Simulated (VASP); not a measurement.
# Ru (Fm-3m) in VASP: notebook

Runs on Ru. Level: PBE. Tasks: relaxation of cell and atoms, single point.

All numbers are computed with VASP 6.6.1; they aren't measurements. Logs are shortened: lines on timing, memory, paths and dates and some standing lists are left out, and cuts for length are marked.

**1. The cell of the first run**

The structure is cubic, space group Fm-3m (No. 225). The conventional cell has a = 3.785 Å, b = 3.785 Å, c = 3.785 Å, α = 90.00°, β = 90.00°, γ = 90.00°. Within 3.5 Å of Ru (site symmetry m-3m) lie 12 Ru at 2.68 Å.

This isn't the form of Ru at room conditions, which is hcp.

**2. Relaxation of cell and atoms, PBE, collinear spin, ferromagnetic start**

The input, INCAR:

```
SYSTEM = Ru
  PREC = Accurate
  ENCUT = 600
  EDIFF = 1E-6
  ISMEAR = -1
  SIGMA = 0.05
  LREAL = .False.
  LASPH = .True.
  NELM = 150
  ALGO = Normal
  ISIF = 3
  LWAVE = .False.
  LCHARG = .False.
  ISPIN = 2
  MAGMOM = 1
  LORBIT = 11
  LMAXMIX = 4
  GGA = PE
  IBRION = 2
  NSW = 80
  EDIFFG = -0.01
```

The input, KPOINTS:

```
Automatic mesh
0
Gamma
  14 14 14
  0 0 0
```

The input, POSCAR:

```
Ru
1.0
    0.0000000000      1.8924348942      1.8924348942
    1.8924348942      0.0000000000      1.8924348942
    1.8924348942      1.8924348942      0.0000000000
Ru
1
Direct
    0.0000000000      0.0000000000      0.0000000000
```

Potentials or basis: VASP PAW PBE potentials, release 64 (Ru_pv).

Run with:

```console
> cat potpaw_PBE.64/Ru_pv/POTCAR > POTCAR
> mpirun -np 1 vasp_std > vasp.out
```

OUTCAR:

```text
SYSTEM = Ru
   PREC = Accurate
   ENCUT = 600
   EDIFF = 1E-6
   ISMEAR = -1
   LREAL = .False.
   LASPH = .True.
   NELM = 150
   ISIF = 3
   ISPIN = 2
   LORBIT = 11
   GGA = PE
   IBRION = 2
   NSW = 80
   EDIFFG = -0.01

 ion  position               nearest neighbor table
   1  0.000  0.000  0.000-

  LATTYP: Found a face centered cubic cell.
 ALAT       =     3.7848697884

  Lattice vectors:

 A1 = (   0.0000000000,   1.8924348942,   1.8924348942)
 A2 = (   1.8924348942,   0.0000000000,   1.8924348942)
 A3 = (   1.8924348942,   1.8924348942,   0.0000000000)

Analysis of symmetry for initial positions (statically):
=====================================================================
 Subroutine PRICEL returns:
 Original cell was already a primitive cell.

 Routine SETGRP: Setting up the symmetry group for a
 face centered cubic supercell.

 Subroutine GETGRP returns: Found 48 space group operations
 (whereof 48 operations were pure point group operations)
 out of a pool of 48 trial point group operations.

The static configuration has the point symmetry O_h .

Analysis of symmetry for dynamics (positions and initial velocities):
=====================================================================
 Subroutine PRICEL returns:
 Original cell was already a primitive cell.

 Routine SETGRP: Setting up the symmetry group for a
 face centered cubic supercell.

 Subroutine GETGRP returns: Found 48 space group operations
 (whereof 48 operations were pure point group operations)
 out of a pool of 48 trial point group operations.

The dynamic configuration has the point symmetry O_h .

Analysis of structural, dynamic, and magnetic symmetry:
=====================================================================
 Subroutine PRICEL returns:
 Original cell was already a primitive cell.

 Routine SETGRP: Setting up the symmetry group for a
 face centered cubic supercell.

 Subroutine GETGRP returns: Found 48 space group operations
 (whereof 48 operations were pure point group operations)
 out of a pool of 48 trial point group operations.

The overall configuration has the point symmetry O_h .

 Subroutine INISYM returns: Found 48 space group operations
 (whereof 48 operations are pure point group operations),
 and found     1 'primitive' translations

----------------------------------------------------------------------------------------

                                     Primitive cell

  volume of cell :      13.5548

  direct lattice vectors                    reciprocal lattice vectors
     0.000000000  1.892434894  1.892434894    -0.264209882  0.264209882  0.264209882
     1.892434894  0.000000000  1.892434894     0.264209882 -0.264209882  0.264209882
[... 108 lines left out ...]
   GGA     = PE    functional components
   LHFCALC =     F    Hartree Fock is set to
   AEXX    =    0.0000 exact exchange contribution
   IVDW    =     0    specifies the selected vdW correction
   LEPSILON=     F    determine dielectric tensor
   LRPA    =     F    only Hartree local field effects (RPA)
 conjugate gradient relaxation of ions
 spin polarized calculation
  energy-cutoff  :      600.00
  volume of cell :       13.55
 maximum number of plane-waves:       465
 NGX is ok and might be reduce to    24
   NGX = 11   NGY = 11   NGZ = 11

--------------------------------------- Ionic step        1  -------------------------------------------

 number of electron      14.0000002 magnetization       0.0058640

 number of electron      14.0000002 magnetization      -0.0020853

 Free energy of the ion-electron system (eV)
  ---------------------------------------------------
  ext. energy  EPLUGINS =         0.00000000
  ---------------------------------------------------
  free energy    TOTEN  =        -9.11344966 eV

  energy without entropy =       -9.10138832  energy(sigma->0) =       -9.10741899

------------------------ aborting loop because EDIFF is reached ----------------------------------------

  FORCE on cell =-STRESS in cart. coord.  units (eV):
  Direction    XX          YY          ZZ          XY          YZ          ZX
  --------------------------------------------------------------------------------------
  -------------------------------------------------------------------------------------
  Total        0.5242572      0.5242572      0.5242572      0.0000000      0.0000000      0.0000000
  in kB       61.9672406     61.9672406     61.9672406      0.0000000      0.0000000      0.0000000
  external PRESSURE =      61.9672406 kB  Pullay stress =       0.0000000 kB
[... 61 lines left out ...]
 number of electron      14.0000000 magnetization      -0.0000055

 number of electron      14.0000000 magnetization       0.0000009

 Free energy of the ion-electron system (eV)
  ---------------------------------------------------
  ext. energy  EPLUGINS =         0.00000000
  ---------------------------------------------------
  free energy    TOTEN  =        -9.11906317 eV

  energy without entropy =       -9.10671756  energy(sigma->0) =       -9.11289037

 E-fermi :  12.3702     XC(G=0): -14.0005

 val. band max:       12.3597204753   @ k =   0.2857   0.0714   0.0000
 cond. band min:      12.3878405257   @ k =   0.3571   0.2143   0.0714
 fundamental gap:      0.0281200504
 Fermi energy:        12.3701619350

 spin component 1

 k-point     1 :       0.0000    0.0000    0.0000
  band No.  band energies     occupation
      1     -30.0139      1.00000
      2     -30.0139      1.00000
      3     -30.0139      1.00000
      4       4.6186      1.00000
      5       9.9057      1.00000
      6       9.9057      1.00000
      7       9.9057      1.00000
      8      12.2821      0.85339
      9      12.2821      0.85339
     10      22.9751      0.00000
     11      27.4860      0.00000
     12      33.1188      0.00000
[... 333 lines left out ...]
      1     -30.5191      1.00000
      2     -30.1517      1.00000
      3     -30.1412      1.00000
      4       6.9392      1.00000
      5       8.7166      1.00000
      6      10.2434      1.00000
      7      10.9147      1.00000
      8      12.2739      0.87264
      9      13.1100      0.00000
     10      22.9750      0.00000
     11      28.5034      0.00000
     12      30.6415      0.00000

 [... further k-points ...]

 spin component 2

 k-point     1 :       0.0000    0.0000    0.0000
  band No.  band energies     occupation
      1     -30.0139      1.00000
      2     -30.0139      1.00000
      3     -30.0139      1.00000
      4       4.6187      1.00000
      5       9.9057      1.00000
      6       9.9057      1.00000
      7       9.9057      1.00000
      8      12.2821      0.85339
      9      12.2821      0.85339
     10      22.9751      0.00000
     11      27.4860      0.00000
     12      33.1188      0.00000
[... 373 lines left out ...]
  FREE ENERGIE OF THE ION-ELECTRON SYSTEM (eV)
  ---------------------------------------------------
  free  energy   TOTEN  =        -9.1190631743 eV

  energy  without entropy=       -9.1067175639  energy(sigma->0) =       -9.11289037

 reached required accuracy - stopping structural energy minimisation

 total charge

# of ion       s       p       d       tot
------------------------------------------
    1        0.401   6.296   5.935  12.631

 magnetization (x)

# of ion       s       p       d       tot
------------------------------------------
    1        0.000  -0.000   0.000   0.000
```

OSZICAR:

```text
N       E                     dE             d eps       ncg     rms          rms(c)
DAV:   1     0.116127662086E+03    0.11613E+03   -0.89046E+03  5000   0.133E+03
DAV:   2    -0.828663908315E+01   -0.12441E+03   -0.11954E+03  5164   0.362E+02
DAV:   3    -0.966823860510E+01   -0.13816E+01   -0.13703E+01  6008   0.420E+01
DAV:   4    -0.967261919836E+01   -0.43806E-02   -0.43804E-02  5340   0.254E+00
[... 20 lines left out ...]
DAV:   3    -0.911303267044E+01    0.15188E-01   -0.66773E-02  5380   0.320E+00    0.905E-01
DAV:   4    -0.911850561844E+01   -0.54729E-02   -0.33457E-03  5460   0.672E-01    0.212E-01
DAV:   5    -0.911909554924E+01   -0.58993E-03   -0.32783E-04  5600   0.189E-01    0.523E-02
DAV:   6    -0.911906323009E+01    0.32319E-04   -0.11961E-05  5156   0.425E-02    0.552E-03
DAV:   7    -0.911906317426E+01    0.55832E-07   -0.12314E-07  2992   0.474E-03
   3 F= -.91190632E+01 E0= -.91128904E+01  d E =-.561351E-02  mag=    -0.0000
```

Wall time 100 s (1 thread of Intel Xeon 8259CL, shared host); peak memory 0.18 GiB.

Results:

* Free energy: -9.1191 eV
* Relaxed volume: 13.84 Å³/atom
* Relaxed cell: a = 2.695 Å, b = 2.695 Å, c = 2.695 Å, α = 60.00°, β = 60.00°, γ = 60.00°
* Space group after relaxing (to 0.1 Å): Fm-3m (No. 225)
* Energy gained by relaxing: 5.6 meV/atom
* Ionic steps: 3
* Pressure after relaxing: -0.1 GPa
* Band gap on the k mesh: zero (filled and empty bands overlap)
* Net moment: 0.00 μB per cell
* Valence electrons inside the program's atomic spheres: Ru 12.63

Step by step:
```
step  energy change (eV)  largest force (eV/Å)  pressure (GPa)  volume (Å³)
   1              0.0000                0.0000            6.20        13.55
   2              0.0319                0.0000          -14.69        14.61
   3             -0.0056                0.0000           -0.08        13.84
```

Final structure:
```yaml
crystal:
  lattice:
    - [0.00000, 1.90552, 1.90552]
    - [1.90552, 0.00000, 1.90552]
    - [1.90552, 1.90552, 0.00000]
  atoms:
    - { symbol: Ru, position: [0.00000, 0.00000, 0.00000] }
```

Levels at points of the mesh, in eV from the Fermi level:
Spin up:
```tsv
k point	band 4	band 5	band 6	band 7	band 8	band 9	band 10	band 11
(0.00, 0.00, 0.00)	-7.75	-2.46	-2.46	-2.46	-0.09	-0.09	10.60	15.12
(0.50, 0.00, 0.00)	-5.88	-2.59	-2.59	1.06	1.73	1.73	9.90	10.61
(0.50, 0.50, 0.00)	-6.18	-5.71	1.69	2.23	2.23	3.65	10.60	13.39
```
Spin down:
```csv
k point,band 4,band 5,band 6,band 7,band 8,band 9,band 10,band 11
"(0.00, 0.00, 0.00)",-7.75,-2.46,-2.46,-2.46,-0.09,-0.09,10.60,15.12
"(0.50, 0.00, 0.00)",-5.88,-2.59,-2.59,1.06,1.73,1.73,9.90,10.61
"(0.50, 0.50, 0.00)",-6.18,-5.71,1.69,2.23,2.23,3.65,10.60,13.39
```

**3. Single point, PBE, collinear spin, ferromagnetic start**

This run uses another cell than the first one, of 13.84 Å³/atom.

The input, INCAR:

```
PREC = Accurate
ENCUT = 520
EDIFF = 1E-7
ISMEAR = -1
SIGMA = 0.05
LREAL = F
LASPH = T
NELM = 150
ALGO = Normal
ISIF = 2
LWAVE = F
LCHARG = T
ISPIN = 2
MAGMOM = 1
LORBIT = 11
LMAXMIX = 4
GGA = PE
LELF = T
LVHAR = T
NBANDS = 17
```

The input, KPOINTS:

```
Automatic mesh
0
Gamma
  23 23 23
```

The input, POSCAR:

```
Ru
1.0
    0.0000000000      1.9056559081      1.9056559081
    1.9056559081      0.0000000000      1.9056559081
    1.9056559081      1.9056559081      0.0000000000
Ru
1
Direct
    0.0000000000      0.0000000000      0.0000000000
```

Potentials or basis: VASP PAW PBE potentials, release 64 (Ru_pv).

Run with:

```console
> cat potpaw_PBE.64/Ru_pv/POTCAR > POTCAR
> mpirun -np 1 vasp_std > vasp.out
```

OUTCAR:

```text
PREC = Accurate
   ENCUT = 520
   EDIFF = 1E-7
   ISMEAR = -1
   LREAL = F
   LASPH = T
   NELM = 150
   ISIF = 2
   ISPIN = 2
   LORBIT = 11
   GGA = PE

 ion  position               nearest neighbor table
   1  0.000  0.000  0.000-

  LATTYP: Found a face centered cubic cell.
 ALAT       =     3.8113118162

  Lattice vectors:

 A1 = (   0.0000000000,   1.9056559081,   1.9056559081)
 A2 = (   1.9056559081,   0.0000000000,   1.9056559081)
 A3 = (   1.9056559081,   1.9056559081,   0.0000000000)

Analysis of symmetry for initial positions (statically):
[... 1166 lines left out ...]
  -------------------------------------------------------------------------------------
  Total       -0.0223210     -0.0223210     -0.0223210     -0.0000000      0.0000000     -0.0000000
  in kB       -2.5838123     -2.5838123     -2.5838123     -0.0000000      0.0000000     -0.0000000
  external PRESSURE =      -2.5838123 kB  Pullay stress =       0.0000000 kB

 VOLUME and BASIS-vectors are now :
 -----------------------------------------------------------------------------
  energy-cutoff  :      520.00
  volume of cell :       13.84
      direct lattice vectors                 reciprocal lattice vectors
     0.000000000  1.905655908  1.905655908    -0.262376853  0.262376853  0.262376853
     1.905655908  0.000000000  1.905655908     0.262376853 -0.262376853  0.262376853
     1.905655908  1.905655908  0.000000000     0.262376853  0.262376853 -0.262376853

 POSITION                                       TOTAL-FORCE (eV/Angst)
 -----------------------------------------------------------------------------------
      0.00000      0.00000      0.00000        -0.000000      0.000000      0.000000
 -----------------------------------------------------------------------------------
    total drift:                                0.000000     -0.000000      0.000000

  FREE ENERGIE OF THE ION-ELECTRON SYSTEM (eV)
  ---------------------------------------------------
  free  energy   TOTEN  =        -9.1254186163 eV

  energy  without entropy=       -9.1159952802  energy(sigma->0) =       -9.12070695

 total charge

# of ion       s       p       d       tot
------------------------------------------
    1        0.401   6.295   5.935  12.631

 magnetization (x)

# of ion       s       p       d       tot
------------------------------------------
    1       -0.000   0.000   0.000   0.000
```

Wall time 3.4 min (1 thread of Intel Xeon 8259CL, shared host); peak memory 0.23 GiB.

Results:

* Free energy: -9.1254 eV
* Pressure: -0.3 GPa
* Band gap on the k mesh: zero (filled and empty bands overlap)
* Net moment: 0.00 μB per cell
* Valence electrons inside the program's atomic spheres: Ru 12.63
